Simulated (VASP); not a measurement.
# Nb2B4Pt (P-3m1) in VASP: a series of runs, part 2 of 2

VASP 6.6.1. Earlier steps stand in the parts before.

## 5. Relaxation of shape and atoms at fixed volume, PBE (10.28 Å³/atom)

Input file INCAR:

```
SYSTEM = Nb2B4Pt
  ALGO = Normal
  EDIFF = 1E-6
  EDIFFG = -0.01
  ENCUT = 600
  GGA = PE
  IBRION = 2
  ISIF = 4
  ISMEAR = 0
  LASPH = .TRUE.
  LCHARG = .FALSE.
  LREAL = .FALSE.
  LWAVE = .FALSE.
  NELM = 80
  NSW = 50
  PREC = Accurate
  SIGMA = 0.1
```

Input file KPOINTS:

```
k-points
0
G
  12 12 4
  0 0 0
```

Input file POSCAR:

```
Nb2B4Pt
1.0
    3.0563840470      0.0000000000      0.0000000000
   -1.5281920235      2.6469062284      0.0000000000
    0.0000000000      0.0000000000      8.8925255635
Nb B Pt
2 4 1
Direct
    0.0000000000      0.0000000000      0.1799951163
    0.0000000000      0.0000000000      0.8200048837
    0.3333333333      0.6666666667      0.3551972431
    0.6666666667      0.3333333333      0.6448027569
    0.6666666667      0.3333333333      0.0030094657
    0.3333333333      0.6666666667      0.9969905343
    0.0000000000      0.0000000000      0.5000000000
```

The run is started by

```bash
$ cat potpaw_PBE.64/Nb_sv/POTCAR potpaw_PBE.64/B/POTCAR potpaw_PBE.64/Pt/POTCAR > POTCAR
$ mpirun -np 1 vasp_std > vasp.out
```

Run time: 3.1 min. Hardware: 1 thread of Intel Xeon 6975P-C (Granite Rapids), shared host; peak memory 0.31 GiB.

The run converged. Its results:

```yaml
Free_energy: -56.0249 eV
Energy_gained_by_relaxing: 0.1 meV/atom
Ionic_steps: 6
Pressure_after_relaxing: 17.6 GPa
Largest_force_after_relaxing: 0.006 eV/Å
Band_gap_on_the_k_mesh: zero (bands 24 and 25 overlap by 1.03 eV)
```

Forces in eV/Å, atoms in the order of the input:
```
Nb   0.000  0.000 -0.006
Nb   0.000  0.000  0.006
B    0.000  0.000  0.000
B    0.000  0.000  0.000
B    0.000  0.000 -0.001
B    0.000  0.000  0.001
Pt   0.000  0.000  0.000
```

Step by step:
| step | energy change (eV) | largest force (eV/Å) | pressure (GPa) | volume (Å³) |
| --- | --- | --- | --- | --- |
| 1 | 0.0000 | 0.0882 | 17.68 | 71.94 |
| 2 | -0.0007 | 0.0255 | 17.58 | 71.94 |
| 3 | -0.0007 | 0.0272 | 17.57 | 71.94 |
| 4 | -0.0007 | 0.0331 | 17.56 | 71.94 |
| 5 | -0.0007 | 0.0293 | 17.58 | 71.94 |
| 6 | -0.0008 | 0.0059 | 17.57 | 71.94 |

Final structure:
```cif
data_structure
_symmetry_space_group_name_H-M 'P 1'
_symmetry_Int_Tables_number 1
_cell_length_a 3.0538
_cell_length_b 3.0538
_cell_length_c 8.9075
_cell_angle_alpha 90.000
_cell_angle_beta 90.000
_cell_angle_gamma 120.000
_cell_volume 71.94
loop_
_atom_site_label
_atom_site_type_symbol
_atom_site_fract_x
_atom_site_fract_y
_atom_site_fract_z
_atom_site_occupancy
Nb1 Nb 0.00000 0.00000 0.18011 1
Nb2 Nb 0.00000 0.00000 0.81989 1
B1 B 0.33333 0.66667 0.35459 1
B2 B 0.66667 0.33333 0.64541 1
B3 B 0.66667 0.33333 0.00288 1
B4 B 0.33333 0.66667 0.99712 1
Pt1 Pt 0.00000 0.00000 0.50000 1
```

Levels at points of the mesh, in eV from the Fermi level:
| k point | band 22 | band 23 | band 24 | band 25 | band 26 | band 27 |
| --- | --- | --- | --- | --- | --- | --- |
| (0.00, 0.00, 0.00) | -0.82 | 0.02 | 0.05 | 0.05 | 1.32 | 1.89 |
| (0.50, 0.00, 0.00) | -1.33 | -1.23 | -0.69 | 0.17 | 1.07 | 3.07 |
| (0.00, 0.00, 0.50) | -0.41 | -0.41 | 0.15 | 0.15 | 0.99 | 0.99 |
| (0.50, 0.00, 0.50) | -1.71 | -1.03 | -0.69 | -0.65 | 2.75 | 3.42 |

Caveat: spin-orbit coupling is left out, which moves the levels of the heavy elements.

## 6. Relaxation of cell and atoms, PBE

This run uses another cell than the first one, of 10.93 Å³/atom.

Input file INCAR:

```
PREC     = Accurate       # precision mode
ENCUT    = 600            # plane-wave cutoff, eV
EDIFF    = 1E-6           # SCF threshold, eV
ISMEAR   = 0              # smearing method
SIGMA    = 0.1            # smearing width, eV
LREAL    = False          # projectors in reciprocal space
LASPH    = True           # aspherical terms in the spheres
NELM     = 100            # most SCF steps
ALGO     = Normal         # electronic algorithm
ISIF     = 3              # what is computed and relaxed
LWAVE    = False          # write WAVECAR
LCHARG   = False          # write CHGCAR
GGA      = PE             # functional
IBRION   = 2              # ionic algorithm
NSW      = 100            # ionic steps
EDIFFG   = -0.01          # ionic threshold
```

Input file KPOINTS:

```
regular mesh
0
Gamma
  12 12 4
```

Input file POSCAR:

```
Nb2B4Pt
1.0
    3.1237581090      0.0000000000      0.0000000000
   -1.5618790545      2.7052538776      0.0000000000
    0.0000000000      0.0000000000      9.0522532701
Nb B Pt
2 4 1
Direct
    0.0000000000      0.0000000000      0.1792917257
    0.0000000000      0.0000000000      0.8207082743
    0.3333333333      0.6666666667      0.3556765943
    0.6666666667      0.3333333333      0.6443234057
    0.6666666667      0.3333333333      0.0033359182
    0.3333333333      0.6666666667      0.9966640818
    0.0000000000      0.0000000000      0.5000000000
```

Potentials or basis: VASP PAW PBE potentials, release 64 (Nb_sv, B, Pt).

The run is started by

```bash
$ cat potpaw_PBE.64/Nb_sv/POTCAR potpaw_PBE.64/B/POTCAR potpaw_PBE.64/Pt/POTCAR > POTCAR
$ mpirun -np 1 vasp_std > vasp.out
```

OUTCAR:

```text
PREC = Accurate
   ENCUT = 600
   EDIFF = 1E-6
   ISMEAR = 0
   LREAL = False
   LASPH = True
   NELM = 100
   ISIF = 3
   GGA = PE
   IBRION = 2
   NSW = 100
   EDIFFG = -0.01

 ion  position               nearest neighbor table
   1  0.000  0.000  0.179-   5 2.41   5 2.41   5 2.41   3 2.41   3 2.41   3 2.41   6 2.45   6 2.45
                             6 2.45   7 2.90
   2  0.000  0.000  0.821-   6 2.41   6 2.41   6 2.41   4 2.41   4 2.41   4 2.41   5 2.45   5 2.45
                             5 2.45   7 2.90
   3  0.333  0.667  0.356-   7 2.23   7 2.23   7 2.23   1 2.41   1 2.41   1 2.41
   4  0.667  0.333  0.644-   7 2.23   7 2.23   7 2.23   2 2.41   2 2.41   2 2.41
   5  0.667  0.333  0.003-   6 1.80   6 1.80   6 1.80   1 2.41   1 2.41   1 2.41   2 2.45   2 2.45
                             2 2.45
   6  0.333  0.667  0.997-   5 1.80   5 1.80   5 1.80   2 2.41   2 2.41   2 2.41   1 2.45   1 2.45
                             1 2.45
[... 370 lines left out ...]
  energy without entropy =      -56.24595710  energy(sigma->0) =      -56.25382741

 E-fermi :  10.3866     XC(G=0): -12.7116

 val. band max:       10.3847059571   @ k =   0.4167   0.0000   0.0000
 cond. band min:      10.3938945638   @ k =   0.0833  -0.0000   0.5000
 fundamental gap:      0.0091886067
 Fermi energy:        10.3865815140

 k-point     1 :       0.0000    0.0000    0.0000
  band No.  band energies     occupation
      1     -44.4767      2.00000
      2     -44.4625      2.00000
      3     -20.8211      2.00000
      4     -20.6039      2.00000
      5     -20.2308      2.00000
      6     -20.2308      2.00000
[... 733 lines left out ...]
     27      12.3383      0.00000
     28      12.4843      0.00000

 [... further k-points ...]

------------------------ aborting loop because EDIFF is reached ----------------------------------------

  FORCE on cell =-STRESS in cart. coord.  units (eV):
  Direction    XX          YY          ZZ          XY          YZ          ZX
  --------------------------------------------------------------------------------------
  -------------------------------------------------------------------------------------
  Total        0.0026491      0.0026491     -0.0045453      0.0000000      0.0000000      0.0000000
  in kB        0.0555254      0.0555254     -0.0952708      0.0000000      0.0000000      0.0000000
  external PRESSURE =       0.0052600 kB  Pullay stress =       0.0000000 kB
[... 22 lines left out ...]
  FREE ENERGIE OF THE ION-ELECTRON SYSTEM (eV)
  ---------------------------------------------------
  free  energy   TOTEN  =       -56.2616977256 eV

  energy  without entropy=      -56.2459570996  energy(sigma->0) =      -56.25382741

 reached required accuracy - stopping structural energy minimisation
```

CONTCAR:

```text
Nb2B4Pt
   1.00000000000000
     3.1213985404646833    0.0000000000000000   -0.0000000000000000
    -1.5606992702323417    2.7032104313066077    0.0000000000000000
    -0.0000000000000000    0.0000000000000000    9.0590536258636618
  Nb              B               Pt
     2     4     1
Direct
     0.0000000000000000    0.0000000000000000    0.1797481922205625
     0.0000000000000000    0.0000000000000000    0.8202518077794375
     0.3333333332999970    0.6666666667000030    0.3557025723857448
     0.6666666667000030    0.3333333332999970    0.6442974276142551
     0.6666666667000030    0.3333333332999970    0.0032126767997362
     0.3333333332999970    0.6666666667000030    0.9967873232002639
     0.0000000000000000    0.0000000000000000    0.5000000000000000

  0.00000000E+00  0.00000000E+00  0.00000000E+00
  0.00000000E+00  0.00000000E+00  0.00000000E+00
  0.00000000E+00  0.00000000E+00  0.00000000E+00
  0.00000000E+00  0.00000000E+00  0.00000000E+00
  0.00000000E+00  0.00000000E+00  0.00000000E+00
  0.00000000E+00  0.00000000E+00  0.00000000E+00
  0.00000000E+00  0.00000000E+00  0.00000000E+00
```

It took 5.4 min on 1 thread of Intel Xeon 6975P-C (Granite Rapids), shared host; peak memory 0.35 GiB.

What came out:

| Property | Result |
| --- | --- |
| Free energy | -56.2617 eV |
| Relaxed volume | 10.92 Å³/atom |
| Relaxed cell | a = 3.121 Å, b = 3.121 Å, c = 9.059 Å, α = 90.00°, β = 90.00°, γ = 120.00° |
| Space group after relaxing (to 0.1 Å) | P-3m1 (No. 164) |
| Energy gained by relaxing | 0.1 meV/atom |
| Ionic steps | 5 |
| Pressure after relaxing | 0.0 GPa |
| Largest force after relaxing | 0.009 eV/Å |
| Band gap on the k mesh | zero (bands 24 and 25 overlap by 0.96 eV) |

Forces in eV/Å, atoms in the order of the input:
```
Nb   0.000  0.000  0.000
Nb   0.000  0.000  0.000
B    0.000  0.000  0.009
B    0.000  0.000 -0.009
B    0.000  0.000 -0.003
B    0.000  0.000  0.003
Pt   0.000  0.000  0.000
```

The path:
```tsv
step	energy change (eV)	largest force (eV/Å)	pressure (GPa)	volume (Å³)
1	0.0000	0.0740	-0.14	76.50
2	-0.0005	0.0117	0.17	76.39
3	-0.0005	0.0092	0.17	76.39
4	-0.0005	0.0113	-0.15	76.50
5	-0.0005	0.0091	0.00	76.44
```

Final structure:
```
CELL_PARAMETERS angstrom
3.12140 0.00000 0.00000
-1.56070 2.70321 0.00000
0.00000 0.00000 9.05905
ATOMIC_POSITIONS crystal
Nb 0.00000 0.00000 0.17975
Nb 0.00000 0.00000 0.82025
B 0.33333 0.66667 0.35570
B 0.66667 0.33333 0.64430
B 0.66667 0.33333 0.00321
B 0.33333 0.66667 0.99679
Pt 0.00000 0.00000 0.50000
```

Caveat: spin-orbit coupling is left out, which moves the levels of the heavy elements.

## 7. Overview

```tsv
task	cell	cutoff (eV)	gap on the mesh (eV)	pressure (GPa)	largest force (eV/Å)
single point	a = 3.054, b = 3.054, c = 8.909 Å, angles 90.0, 90.0, 120.0°, 7 atoms, atomic positions A	520	none	17.6	0.01
single point	a = 3.123, b = 3.123, c = 9.063 Å, angles 90.0, 90.0, 120.0°, 7 atoms, atomic positions B	520	none	-0.3	0.01
single point	a = 3.123, b = 3.123, c = 9.064 Å, angles 90.0, 90.0, 120.0°, 7 atoms, atomic positions B	520	none	-0.3	-
relaxation of shape and atoms at fixed volume	relaxed from a = 3.056, b = 3.056, c = 8.893 Å, angles 90.0, 90.0, 120.0°, 7 atoms, atomic positions C	600	none	17.6	0.01
relaxation of cell and atoms	relaxed from a = 3.124, b = 3.124, c = 9.052 Å, angles 90.0, 90.0, 120.0°, 7 atoms, atomic positions D	600	none	0.0	0.01
```

Alike in all rows: level PBE; potentials or basis VASP PAW PBE potentials, release 64 (Nb_sv, B, Pt); no spin polarisation; k mesh 12 × 12 × 4; smearing gaussian 0.1 eV.

Caveats: spin-orbit coupling is left out, which moves the levels of the heavy elements; the cell stands under pressure (at least some runs).

Total energies depend on the potentials used, so only differences within one code and one set of settings carry meaning.
